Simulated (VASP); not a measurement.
# FeO (Fm-3m) in VASP: notebook

The runs below take FeO through single point, with PBEsol+U.

Everything below comes from runs of VASP 6.6.1. Logs are shortened: lines on timing, memory, paths and dates and some standing lists are left out, and cuts for length are marked.

## Step 1: The cell of the first run

It takes space group Fm-3m (No. 225, cubic). Conventional cell: a = 4.311 Å, b = 4.311 Å, c = 4.311 Å, α = 90.00°, β = 90.00°, γ = 90.00°. Fe (site symmetry m-3m) has 6 O at 2.16 Å within 2.9 Å. O (site symmetry m-3m) has 6 Fe at 2.16 Å within 2.9 Å.

## Step 2: Single point, PBEsol+U, collinear spin, ferromagnetic start

File INCAR:

```
PREC = Accurate ; ENCUT = 520
EDIFF = 1E-6 ; ISMEAR = 0
SIGMA = 0.05 ; LREAL = F
LASPH = T ; NELM = 150
ALGO = Normal ; ISIF = 2
LWAVE = F ; LCHARG = F
ISPIN = 2 ; MAGMOM = 4 0
LORBIT = 11 ; LMAXMIX = 4
LDAU = T ; LDAUTYPE = 2
LDAUL = 2 -1 ; LDAUU = 5 0
LDAUJ = 0 0 ; LDAUPRINT = 1
GGA = PS ; NBANDS = 18
```

File KPOINTS:

```
Automatic mesh
0
Gamma
  8 8 8
```

File POSCAR:

```
FeO
1.0
    0.0000000000      2.1554001600      2.1554001600
    2.1554001600      0.0000000000      2.1554001600
    2.1554001600      2.1554001600      0.0000000000
Fe O
1 1
Direct
    0.0000000000      0.0000000000      0.0000000000
    0.5000000000      0.5000000000      0.5000000000
```

Potentials or basis: VASP PAW PBE potentials, release 64 (Fe, O).

Run with:

```sh
$ cat potpaw_PBE.64/Fe/POTCAR potpaw_PBE.64/O/POTCAR > POTCAR
$ mpirun -np 1 vasp_std > vasp.out
```

OUTCAR:

```text
PREC = Accurate
   ENCUT = 520
   EDIFF = 1E-6
   ISMEAR = 0
   LREAL = F
   LASPH = T
   NELM = 150
   ISIF = 2
   ISPIN = 2
   LORBIT = 11
   GGA = PS

 ion  position               nearest neighbor table
   1  0.000  0.000  0.000-   2 2.16   2 2.16   2 2.16   2 2.16   2 2.16   2 2.16
   2  0.500  0.500  0.500-   1 2.16   1 2.16   1 2.16   1 2.16   1 2.16   1 2.16

  LATTYP: Found a face centered cubic cell.
 ALAT       =     4.3108003200

  Lattice vectors:

 A1 = (   0.0000000000,   2.1554001600,   2.1554001600)
 A2 = (   2.1554001600,   0.0000000000,   2.1554001600)
 A3 = (   2.1554001600,   2.1554001600,   0.0000000000)

Analysis of symmetry for initial positions (statically):
=====================================================================
 Subroutine PRICEL returns:
 Original cell was already a primitive cell.

 Routine SETGRP: Setting up the symmetry group for a
 face centered cubic supercell.

 Subroutine GETGRP returns: Found 48 space group operations
 (whereof 48 operations were pure point group operations)
 out of a pool of 48 trial point group operations.

The static configuration has the point symmetry O_h .

Analysis of symmetry for dynamics (positions and initial velocities):
=====================================================================
 Subroutine PRICEL returns:
 Original cell was already a primitive cell.

 Routine SETGRP: Setting up the symmetry group for a
 face centered cubic supercell.

 Subroutine GETGRP returns: Found 48 space group operations
 (whereof 48 operations were pure point group operations)
 out of a pool of 48 trial point group operations.

The dynamic configuration has the point symmetry O_h .

Analysis of structural, dynamic, and magnetic symmetry:
=====================================================================
 Subroutine PRICEL returns:
 Original cell was already a primitive cell.

 Routine SETGRP: Setting up the symmetry group for a
[... 171 lines left out ...]
  o =  0.1045  v =  0.0000  0.0000  0.0000  0.0000  0.0000  0.0000  0.0000 -0.3344  0.0000  0.9424      0.0000  0.0000  0.0000  0.0000  0.0000  0.0000  0.0000  0.0000  0.0000  0.0000
  o =  0.3112  v =  0.0000  0.0000  0.0000  0.0000  0.0000  0.0000  0.6667  0.0000 -0.7454  0.0000      0.0000  0.0000  0.0000  0.0000  0.0000  0.0000  0.0000  0.0000  0.0000  0.0000
  o =  0.3112  v =  0.0000  0.0000  0.0000  0.0000  0.0000  0.0000  0.7454  0.0000  0.6667 -0.0000      0.0000  0.0000  0.0000  0.0000  0.0000  0.0000  0.0000  0.0000  0.0000  0.0000
  o =  0.3112  v =  0.0000  0.0000  0.0000  0.0000  0.0000  1.0000  0.0000  0.0000  0.0000  0.0000      0.0000  0.0000  0.0000  0.0000  0.0000  0.0000  0.0000  0.0000  0.0000  0.0000
  o =  0.9715  v =  0.0000 -0.9999 -0.0000  0.0119 -0.0000  0.0000  0.0000  0.0000  0.0000  0.0000      0.0000  0.0000  0.0000  0.0000  0.0000  0.0000  0.0000  0.0000  0.0000  0.0000
  o =  0.9715  v =  0.0000 -0.0119  0.0000 -0.9999 -0.0000  0.0000  0.0000  0.0000  0.0000  0.0000      0.0000  0.0000  0.0000  0.0000  0.0000  0.0000  0.0000  0.0000  0.0000  0.0000
  o =  0.9715  v =  1.0000  0.0000  0.0000  0.0000  0.0000  0.0000  0.0000  0.0000  0.0000  0.0000      0.0000  0.0000  0.0000  0.0000  0.0000  0.0000  0.0000  0.0000  0.0000  0.0000
  o =  1.0224  v =  0.0000 -0.0000 -0.0277 -0.0000  0.9996  0.0000  0.0000  0.0000  0.0000  0.0000      0.0000  0.0000  0.0000  0.0000  0.0000  0.0000  0.0000  0.0000  0.0000  0.0000
  o =  1.0224  v =  0.0000  0.0000 -0.9996 -0.0000 -0.0277  0.0000  0.0000  0.0000  0.0000  0.0000      0.0000  0.0000  0.0000  0.0000  0.0000  0.0000  0.0000  0.0000  0.0000  0.0000

 number of electron      13.9999999 magnetization       4.0038638

 Free energy of the ion-electron system (eV)
  ---------------------------------------------------
  ext. energy  EPLUGINS =         0.00000000
  ---------------------------------------------------
  free energy    TOTEN  =       -13.40963844 eV

  energy without entropy =      -13.40825832  energy(sigma->0) =      -13.40894838

 E-fermi :   6.7377     XC(G=0): -12.3984

 val. band max:        6.7085401701   @ k =  -0.3750   0.2500   0.0000
 cond. band min:       6.7840677045   @ k =   0.2500   0.1250   0.0000
 fundamental gap:      0.0755275344
 Fermi energy:         6.7377077764

 spin component 1

 k-point     1 :       0.0000    0.0000    0.0000
  band No.  band energies     occupation
      1     -14.3694      1.00000
      2      -0.4897      1.00000
      3      -0.4897      1.00000
      4      -0.3485      1.00000
      5      -0.3485      1.00000
      6      -0.3485      1.00000
[... 1001 lines left out ...]
     17      33.0145      0.00000
     18      35.1293      0.00000

 [... further k-points ...]

------------------------ aborting loop because EDIFF is reached ----------------------------------------

  FORCE on cell =-STRESS in cart. coord.  units (eV):
  Direction    XX          YY          ZZ          XY          YZ          ZX
  --------------------------------------------------------------------------------------
  -------------------------------------------------------------------------------------
  Total       -1.1022506     -1.1022506     -1.1022506      0.0000000      0.0000000     -0.0000000
  in kB      -88.1814391    -88.1814391    -88.1814391      0.0000000      0.0000000     -0.0000000
  external PRESSURE =     -88.1814391 kB  Pullay stress =       0.0000000 kB

 VOLUME and BASIS-vectors are now :
 -----------------------------------------------------------------------------
  energy-cutoff  :      520.00
  volume of cell :       20.03
      direct lattice vectors                 reciprocal lattice vectors
     0.000000000  2.155400160  2.155400160    -0.231975486  0.231975486  0.231975486
     2.155400160  0.000000000  2.155400160     0.231975486 -0.231975486  0.231975486
     2.155400160  2.155400160  0.000000000     0.231975486  0.231975486 -0.231975486

 POSITION                                       TOTAL-FORCE (eV/Angst)
 -----------------------------------------------------------------------------------
      0.00000      0.00000      0.00000        -0.000000     -0.000000     -0.000000
      2.15540      2.15540      2.15540         0.000000      0.000000      0.000000
 -----------------------------------------------------------------------------------
    total drift:                                0.000000     -0.000000      0.000000

  FREE ENERGIE OF THE ION-ELECTRON SYSTEM (eV)
  ---------------------------------------------------
  free  energy   TOTEN  =       -13.4096384405 eV

  energy  without entropy=      -13.4082583175  energy(sigma->0) =      -13.40894838

 total charge

# of ion       s       p       d       tot
------------------------------------------
    1        0.299   0.374   6.078   6.752
    2        1.547   3.441   0.000   4.988
--------------------------------------------------
tot          1.846   3.815   6.078  11.739

 magnetization (x)

# of ion       s       p       d       tot
------------------------------------------
    1        0.026   0.020   3.811   3.856
    2        0.020   0.164   0.000   0.184
--------------------------------------------------
tot          0.046   0.184   3.811   4.040
```

OSZICAR:

```text
N       E                     dE             d eps       ncg     rms          rms(c)
DAV:   1     0.685013301795E+02    0.68501E+02   -0.72208E+03  2248   0.945E+02
DAV:   2    -0.112592604263E+02   -0.79761E+02   -0.67695E+02  2128   0.202E+02
DAV:   3    -0.159481939053E+02   -0.46889E+01   -0.46350E+01  2420   0.524E+01
DAV:   4    -0.159816558357E+02   -0.33462E-01   -0.33449E-01  2554   0.421E+00
DAV:   5    -0.159818211864E+02   -0.16535E-03   -0.16535E-03  2460   0.305E-01    0.170E+01
DAV:   6    -0.136665548106E+02    0.23153E+01   -0.13870E+01  2710   0.619E+01    0.247E+01
DAV:   7    -0.134356575560E+02    0.23090E+00   -0.12469E+00  2386   0.227E+01    0.119E+01
DAV:   8    -0.134239791225E+02    0.11678E-01   -0.17492E-01  2628   0.388E+00    0.608E+00
DAV:   9    -0.134094398738E+02    0.14539E-01   -0.18199E-02  2344   0.132E+00    0.930E-01
DAV:  10    -0.134094591305E+02   -0.19257E-04   -0.40692E-03  2678   0.701E-01    0.100E-01
DAV:  11    -0.134095856255E+02   -0.12650E-03   -0.30355E-04  2434   0.167E-01    0.745E-02
DAV:  12    -0.134096271430E+02   -0.41518E-04   -0.14227E-05  2402   0.433E-02    0.229E-02
DAV:  13    -0.134096378520E+02   -0.10709E-04   -0.68686E-06  2504   0.259E-02    0.841E-03
DAV:  14    -0.134096384405E+02   -0.58845E-06   -0.10341E-06  1736   0.849E-03
   1 F= -.13409638E+02 E0= -.13408948E+02  d E =-.138012E-02  mag=     4.0039
```

Run time: 17 s. Hardware: 1 thread of Intel Xeon 6975P-C, shared host; peak memory 0.16 GiB.

Results:

```yaml
Free_energy: -13.4096 eV
Pressure: -8.8 GPa
Band_gap_on_the_k_mesh: zero (filled and empty bands overlap)
Net_moment: 4.00 μB per cell
Site_moments: Fe +3.86; O +0.18 μB
Valence_electrons_inside_the_program's_atomic_spheres: Fe 6.75; O 4.99
```

Levels at points of the mesh, in eV from the Fermi level:
Spin up:
```csv
k point,band 5,band 6,band 7,band 8,band 9,band 10,band 11,band 12,band 13,band 14
"(0.00, 0.00, 0.00)",-7.09,-7.09,-4.21,-4.21,-4.21,-0.59,14.47,14.47,14.47,14.67
"(0.50, 0.00, 0.00)",-6.40,-6.40,-5.17,-2.19,-2.19,3.33,7.73,11.69,11.69,17.46
"(0.50, 0.50, 0.00)",-6.22,-6.13,-6.13,-5.43,-5.43,4.40,8.15,8.52,13.97,13.97
```
Spin down:
| k point | band 3 | band 4 | band 5 | band 6 | band 7 | band 8 |
| --- | --- | --- | --- | --- | --- | --- |
| (0.00, 0.00, 0.00) | -3.83 | -3.83 | -0.75 | -0.75 | -0.75 | 0.13 |
| (0.50, 0.00, 0.00) | -5.33 | -5.33 | 0.44 | 0.44 | 0.54 | 3.46 |
| (0.50, 0.50, 0.00) | -5.04 | -5.04 | -2.23 | 0.78 | 0.78 | 1.75 |

Eigenvalues of the final occupation matrices:
```tsv
site	spin	trace	eigenvalues
site 1 d	1	4.96	0.97 0.97 0.97 1.02 1.02
site 1 d	2	1.14	0.10 0.10 0.31 0.31 0.31
```

Caveat: the PAW data sets were made with another functional, which shifts forces and pressure a little; a cell with one magnetic atom can't hold antiferromagnetic order, which such compounds often take. The state reached can hang on the start; a lower one may exist.

## Step 3: Single point, PBEsol+U, collinear spin, ferromagnetic start

File INCAR:

```
PREC = Accurate ; ENCUT = 520
EDIFF = 1E-6 ; ISMEAR = 0
SIGMA = 0.05 ; LREAL = False
LASPH = True ; NELM = 150
ALGO = Normal ; ISIF = 2
LWAVE = False ; LCHARG = False
ISPIN = 2 ; MAGMOM = 3.79 0.2
LORBIT = 11 ; LMAXMIX = 4
LDAU = True ; LDAUTYPE = 2
LDAUL = 2 -1 ; LDAUU = 5 0
LDAUJ = 0 0 ; LDAUPRINT = 1
GGA = PS ; NBANDS = 18
```

KPOINTS is that of step 2.

POSCAR is that of step 2.

Potentials or basis: VASP PAW PBE potentials, release 64 (Fe, O).

Run with:

```sh
$ cat potpaw_PBE.64/Fe/POTCAR potpaw_PBE.64/O/POTCAR > POTCAR
$ mpirun -np 1 vasp_std > vasp.out
```

Wall time 21 s (1 thread of Intel Xeon 6975P-C, shared host); peak memory 0.15 GiB.

It converged, with:

* Free energy: -13.4096 eV
* Pressure: -8.8 GPa
* Band gap on the k mesh: zero (filled and empty bands overlap)
* Net moment: 4.00 μB per cell
* Site moments: Fe +3.86; O +0.18 μB
* Valence electrons inside the program's atomic spheres: Fe 6.75; O 4.99

Levels at points of the mesh, in eV from the Fermi level:
Spin up:
| k point | band 6 | band 7 | band 8 | band 9 | band 10 | band 11 | band 12 | band 13 |
| --- | --- | --- | --- | --- | --- | --- | --- | --- |
| (0.00, 0.00, 0.00) | -7.09 | -4.21 | -4.21 | -4.21 | -0.59 | 14.47 | 14.47 | 14.47 |
| (0.50, 0.00, 0.00) | -6.40 | -5.17 | -2.19 | -2.19 | 3.33 | 7.73 | 11.69 | 11.69 |
| (0.50, 0.50, 0.00) | -6.13 | -6.13 | -5.43 | -5.43 | 4.40 | 8.15 | 8.52 | 13.97 |
Spin down:
```
           k point  band 2  band 3  band 4  band 5  band 6  band 7  band 8  band 9
(0.00, 0.00, 0.00)   -3.83   -3.83   -3.83   -0.75   -0.75   -0.75    0.13    1.16
(0.50, 0.00, 0.00)   -8.61   -5.33   -5.33    0.44    0.44    0.54    3.46    3.46
(0.50, 0.50, 0.00)   -7.56   -5.04   -5.04   -2.23    0.78    0.78    1.75    2.05
```

Eigenvalues of the final occupation matrices:
```tsv
site	spin	trace	eigenvalues
site 1 d	1	4.96	0.97 0.97 0.97 1.02 1.02
site 1 d	2	1.14	0.10 0.10 0.31 0.31 0.31
```

Caveat: the PAW data sets were made with another functional, which shifts forces and pressure a little; a cell with one magnetic atom can't hold antiferromagnetic order, which such compounds often take.

[end of part 1 of 3]
